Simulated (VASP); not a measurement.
# TaN (P3m1) in VASP: further runs

The runs below take TaN through single point, with LDA.

Program: VASP 6.6.1. These are calculated values, not measurements. Logs are shortened: lines on timing, memory, paths and dates and some standing lists are left out, and cuts for length are marked.

## Step 1: The cell of the first run

Symmetry: P3m1, No. 156, trigonal system. Conventional cell: a = 2.938 Å, b = 2.938 Å, c = 2.883 Å, α = 90.00°, β = 90.00°, γ = 120.00°. Within 2.8 Å of Ta (site symmetry 3m) lie 6 N at 2.09 to 2.38 Å. N (site symmetry 3m) has 6 Ta at 2.09 to 2.38 Å within 2.8 Å.

## Step 2: Single point, LDA (all N atoms moved +0.225 Å, as atom 2 along Cartesian [0 0 1])

The input, INCAR:

```
  PREC = Accurate
  ENCUT = 520
  EDIFF = 1E-7
  ISMEAR = 0
  SIGMA = 0.15
  LREAL = F
  LASPH = T
  NELM = 100
  ALGO = Normal
  ISIF = 2
  LWAVE = F
  LCHARG = F
  NBANDS = 15
```

The input, KPOINTS:

```
regular mesh
0
Gamma
  18 18 16
```

The input, POSCAR:

```
TaN
1.0
    2.9379988584      0.0000000000      0.0000000000
   -1.4689994292      2.5443816477      0.0000000000
    0.0000000000      0.0000000000      2.8830000000
Ta N
1 1
Direct
    0.3333333333      0.6666666667      0.5000000000
    0.0000000000      0.0000000000      0.0780437045
```

Potentials or basis: VASP PAW LDA potentials, release 64 (Ta_pv, N).

On the command line:

```
> cat potpaw_LDA.64/Ta_pv/POTCAR potpaw_LDA.64/N/POTCAR > POTCAR
> mpirun -np 1 vasp_std > vasp.out
```

OUTCAR:

```text
PREC = Accurate
   ENCUT = 520
   EDIFF = 1E-7
   ISMEAR = 0
   LREAL = F
   LASPH = T
   NELM = 100
   ISIF = 2

 ion  position               nearest neighbor table
   1  0.333  0.667  0.500-   2 2.09   2 2.09   2 2.09   2 2.38   2 2.38   2 2.38
   2  0.000  0.000  0.078-   1 2.09   1 2.09   1 2.09   1 2.38   1 2.38   1 2.38

  LATTYP: Found a hexagonal cell.
 ALAT       =     2.9379988584
 C/A-ratio  =     0.9812801635

  Lattice vectors:

 A1 = (   2.9379988584,   0.0000000000,   0.0000000000)
 A2 = (  -1.4689994292,   2.5443816477,   0.0000000000)
 A3 = (   0.0000000000,   0.0000000000,   2.8830000000)

Analysis of symmetry for initial positions (statically):
=====================================================================
 Subroutine PRICEL returns:
 Original cell was already a primitive cell.

 Routine SETGRP: Setting up the symmetry group for a
 hexagonal supercell.

 Subroutine GETGRP returns: Found  6 space group operations
 (whereof  6 operations were pure point group operations)
 out of a pool of 24 trial point group operations.

The static configuration has the point symmetry C_3v.

Analysis of symmetry for dynamics (positions and initial velocities):
=====================================================================
 Subroutine PRICEL returns:
 Original cell was already a primitive cell.

 Routine SETGRP: Setting up the symmetry group for a
 hexagonal supercell.

 Subroutine GETGRP returns: Found  6 space group operations
 (whereof  6 operations were pure point group operations)
 out of a pool of 24 trial point group operations.

The dynamic configuration has the point symmetry C_3v.

 Subroutine INISYM returns: Found  6 space group operations
 (whereof  6 operations are pure point group operations),
 and found     1 'primitive' translations

----------------------------------------------------------------------------------------

                                     Primitive cell

  volume of cell :      21.5516

  direct lattice vectors                    reciprocal lattice vectors
     2.937998858  0.000000000  0.000000000     0.340367729  0.196511400  0.000000000
    -1.468999429  2.544381648  0.000000000     0.000000000  0.393022800  0.000000000
     0.000000000  0.000000000  2.883000000     0.000000000  0.000000000  0.346860909

  length of vectors
     2.937998858  2.937998858  2.883000000     0.393022800  0.393022800  0.346860909

  position of ions in fractional coordinates (direct lattice)
     0.333333333  0.666666667  0.500000000
     0.000000000  0.000000000  0.078043704

  ion indices of the primitive-cell ions
   primitive index   ion index
[... 81 lines left out ...]
   ISYM   =      2    0-nonsym 1-usesym 2-fastsym
   POTIM  = 0.5000    time-step for ionic-motion
   TEBEG  =    0.0;   TEEND  =   0.0 temperature during run
   PSTRESS=    0.0 pullay stress
   NELECT =      16.0000    total number of electrons
   NUPDOWN=      -1.0000    fix difference up-down
   EMIN   =  10.00;   EMAX   =-10.00  energy-range for DOS
   EFERMI =   0.00;   METHOD = LEGACY
   ISMEAR =     0;   SIGMA  =   0.15  broadening in eV -4-tet -1-fermi 0-gaus
   EFERMI_NEDOS =   21; number of points for ismear=-14 and -15
   IALGO  =     38    algorithm
   IMIX   =      4    mixing-type and parameters
     AMIX     =   0.40;   BMIX     =  1.00
     AMIX_MAG =   1.60;   BMIX_MAG =  1.00
  volume/ion in A,a.u.               =      10.78        72.72
  Fermi-wavevector in a.u.,A,eV,Ry     =   1.482366  2.801265 29.897546  2.197408
  Thomas-Fermi vector in A             =   2.596161
   LORBIT       =      0    0 simple, 1 ext, 2 COOP (PROOUT), +10 PAW based schemes
   GGA     = CA    functional components
   LHFCALC =     F    Hartree Fock is set to
   AEXX    =    0.0000 exact exchange contribution
   IVDW    =     0    specifies the selected vdW correction
   LEPSILON=     F    determine dielectric tensor
   LRPA    =     F    only Hartree local field effects (RPA)
 non-spin polarized calculation
 Gauss-broadening in eV      SIGMA  =   0.15
  energy-cutoff  :      520.00
  volume of cell :       21.55
 maximum number of plane-waves:       605
 NGX is ok and might be reduce to    24
   NGX = 11   NGY = 11   NGZ = 11

 number of electron      16.0000002 magnetization

 Free energy of the ion-electron system (eV)
  ---------------------------------------------------
  ext. energy  EPLUGINS =         0.00000000
  ---------------------------------------------------
  free energy    TOTEN  =       -24.34099130 eV

  energy without entropy =      -24.34005810  energy(sigma->0) =      -24.34052470

 E-fermi :   8.2468     XC(G=0): -13.5539

 val. band max:        8.2298732196   @ k =   0.0000   0.0000   0.2500
 cond. band min:       8.2541236930   @ k =   0.0556   0.0000   0.5000
 fundamental gap:      0.0242504735
 Fermi energy:         8.2467702979

 k-point     1 :       0.0000    0.0000    0.0000
  band No.  band energies     occupation
      1     -26.4557      2.00000
      2     -26.2003      2.00000
      3     -26.2003      2.00000
      4      -9.4210      2.00000
      5       2.7881      2.00000
      6       3.2266      2.00000
      7       3.2266      2.00000
      8       6.5916      2.00000
      9      10.4457      0.00000
     10      11.2308      0.00000
     11      11.2308      0.00000
     12      12.9704      0.00000
     13      12.9704      0.00000
     14      20.2274      0.00000
[... 401 lines left out ...]
      2     -26.5200      2.00000
      3     -26.3012      2.00000
      4      -7.1517      2.00000
      5       0.1009      2.00000
      6       3.0282      2.00000
      7       3.9329      2.00000
      8       5.7417      2.00000
      9      10.2050      0.00000
     10      11.1261      0.00000
     11      12.2687      0.00000
     12      14.2121      0.00000
     13      17.4185      0.00000
     14      20.4727      0.00000
     15      20.7194      0.00000

 [... further k-points ...]
[... 5 lines left out ...]
  --------------------------------------------------------------------------------------
  -------------------------------------------------------------------------------------
  Total        0.0883593      0.0883593      0.1636504      0.0000000     -0.0000000      0.0000000
  in kB        6.5687728      6.5687728     12.1660402      0.0000000     -0.0000000      0.0000000
  external PRESSURE =       8.4345286 kB  Pullay stress =       0.0000000 kB

 VOLUME and BASIS-vectors are now :
 -----------------------------------------------------------------------------
  energy-cutoff  :      520.00
  volume of cell :       21.55
      direct lattice vectors                 reciprocal lattice vectors
     2.937998858  0.000000000  0.000000000     0.340367729  0.196511400  0.000000000
    -1.468999429  2.544381648  0.000000000     0.000000000  0.393022800  0.000000000
     0.000000000  0.000000000  2.883000000     0.000000000  0.000000000  0.346860909

 POSITION                                       TOTAL-FORCE (eV/Angst)
 -----------------------------------------------------------------------------------
     -0.00000      1.69625      1.44150        -0.000000     -0.000000      3.340667
      0.00000      0.00000      0.22500         0.000000      0.000000     -3.340667
 -----------------------------------------------------------------------------------
    total drift:                                0.000000     -0.000000      0.000078

  FREE ENERGIE OF THE ION-ELECTRON SYSTEM (eV)
  ---------------------------------------------------
  free  energy   TOTEN  =       -24.3409913014 eV

  energy  without entropy=      -24.3400580975  energy(sigma->0) =      -24.34052470
```

OSZICAR:

```text
N       E                     dE             d eps       ncg     rms          rms(c)
DAV:   1     0.866134098976E+02    0.86613E+02   -0.84190E+03 15660   0.109E+03
DAV:   2    -0.244255003596E+02   -0.11104E+03   -0.10477E+03 18838   0.298E+02
DAV:   3    -0.269457538531E+02   -0.25203E+01   -0.25093E+01 18698   0.419E+01
DAV:   4    -0.269551271632E+02   -0.93733E-02   -0.93697E-02 19608   0.284E+00
DAV:   5    -0.269551864282E+02   -0.59265E-04   -0.59260E-04 18782   0.208E-01    0.248E+01
DAV:   6    -0.244914691237E+02    0.24637E+01   -0.44849E+00 18575   0.241E+01    0.106E+01
DAV:   7    -0.243816563359E+02    0.10981E+00   -0.51254E-01 17067   0.567E+00    0.718E+00
DAV:   8    -0.243460119892E+02    0.35644E-01   -0.13799E-01 18117   0.313E+00    0.116E+00
DAV:   9    -0.243411926522E+02    0.48193E-02   -0.11008E-02 16577   0.853E-01    0.208E-01
DAV:  10    -0.243410422474E+02    0.15040E-03   -0.71456E-04 18936   0.311E-01    0.100E-01
DAV:  11    -0.243409907307E+02    0.51517E-04   -0.74479E-05 17284   0.875E-02    0.127E-02
DAV:  12    -0.243409913999E+02   -0.66915E-06   -0.59770E-06 16752   0.206E-02    0.440E-03
DAV:  13    -0.243409913014E+02    0.98423E-07   -0.14823E-07 18177   0.361E-03
   1 F= -.24340991E+02 E0= -.24340525E+02  d E =-.933204E-03
```

stdout:

```text
POSCAR found type information on POSCAR TaN
 POSCAR found :  2 types and       2 ions
 scaLAPACK will be used
 LDA part: xc-table for (Slater(with rela. corr.)+CA(PZ))
 , standard interpolation
 POSCAR, INCAR and KPOINTS ok, starting setup
 FFT: planning ... GRIDC
 FFT: planning ... GRID_SOFT
 FFT: planning ... GRID
 WAVECAR not read
 entering main loop
```

It took 86 s on 1 thread of Intel Xeon Platinum 8259CL at 2.50GHz (Skylake/Cascade Lake), shared host; peak memory 0.28 GiB.

Results:

```
Free energy            : -24.3410 eV
Pressure               : 0.8 GPa
Largest force          : 3.341 eV/Å
Band gap on the k mesh : zero (band 8 reaches 8.60 eV, above the bottom of band 9 at 8.18 eV)
```

Forces in eV/Å, atoms in the order of the input:
```
Ta   0.000  0.000  3.341
N    0.000  0.000 -3.341
```

Levels at points of the mesh, in eV from the Fermi level:
| k point | band 6 | band 7 | band 8 | band 9 | band 10 | band 11 |
| --- | --- | --- | --- | --- | --- | --- |
| (0.00, 0.00, 0.00) | -5.02 | -5.02 | -1.66 | 2.20 | 2.98 | 2.98 |
| (0.50, 0.00, 0.00) | -5.31 | -3.60 | -3.31 | 3.21 | 3.54 | 3.93 |
| (0.00, 0.00, 0.50) | -4.34 | -4.34 | -0.06 | -0.06 | 2.66 | 3.51 |
| (0.50, 0.00, 0.50) | -6.02 | -5.90 | -0.33 | 3.90 | 4.98 | 5.97 |

Caveat: the cell differs from its parent crystal (all N atoms moved +0.225 Å, as atom 2 along Cartesian [0 0 1]); spin-orbit coupling is left out, which moves the levels of the heavy elements; forces of over 1 eV/Å act on the atoms, so gaps and moduli don't describe the material at rest.

## Step 3: Single point, LDA (all N atoms moved +0.188 Å, as atom 2 along Cartesian [0 0 1])

The input, INCAR:

```
ALGO = Normal ; EDIFF = 1E-6
ENCUT = 520 ; ISIF = 2
ISMEAR = 0 ; LASPH = T
LCHARG = F ; LREAL = F
LWAVE = F ; NBANDS = 15
NELM = 60 ; PREC = Accurate
SIGMA = 0.15
```

The input, KPOINTS:

```
k-points
0
Gamma
  18 18 16
```

POSCAR: that of step 2 with these lines changed.

```diff
@@ -9,2 +9,2 @@
     0.3333333333      0.6666666667      0.5000000000
-    0.0000000000      0.0000000000      0.0780437045
+    0.0000000000      0.0000000000      0.0650364204
```

Potentials or basis: VASP PAW LDA potentials, release 64 (Ta_pv, N).

On the command line:

```
> cat potpaw_LDA.64/Ta_pv/POTCAR potpaw_LDA.64/N/POTCAR > POTCAR
> mpirun -np 1 vasp_std > vasp.out
```

Run time: 77 s. Hardware: 1 thread of Intel Xeon Platinum 8259CL at 2.50GHz (Skylake/Cascade Lake), shared host; peak memory 0.27 GiB.

It converged, with:

```
Free energy            : -24.4546 eV
Pressure               : -2.4 GPa
Largest force          : 2.721 eV/Å
Band gap on the k mesh : zero (band 8 reaches 8.55 eV, above the bottom of band 9 at 8.13 eV)
```

Forces in eV/Å, atoms in the order of the input:
```
Ta   0.000  0.000  2.721
N    0.000  0.000 -2.721
```

Stress tensor (GPa, compression positive):
```
-2.56  0.00  0.00
 0.00 -2.56  0.00
 0.00  0.00 -2.05
```

Levels at points of the mesh, in eV from the Fermi level:
```csv
k point,band 4,band 5,band 6,band 7,band 8,band 9,band 10,band 11,band 12,band 13
"(0.00, 0.00, 0.00)",-17.61,-5.17,-4.86,-4.86,-1.91,2.26,3.11,3.11,4.57,4.57
"(0.50, 0.00, 0.00)",-15.34,-8.29,-5.26,-3.45,-3.35,3.15,3.72,4.23,5.21,8.40
"(0.00, 0.00, 0.50)",-15.00,-9.35,-4.15,-4.15,-0.06,-0.06,2.61,3.45,3.45,8.23
"(0.50, 0.00, 0.50)",-15.63,-7.58,-6.03,-5.82,-0.30,3.99,5.10,6.01,7.06,9.99
```

Caveat: the cell differs from its parent crystal (all N atoms moved +0.188 Å, as atom 2 along Cartesian [0 0 1]); spin-orbit coupling is left out, which moves the levels of the heavy elements; forces of over 1 eV/Å act on the atoms, so gaps and moduli don't describe the material at rest.
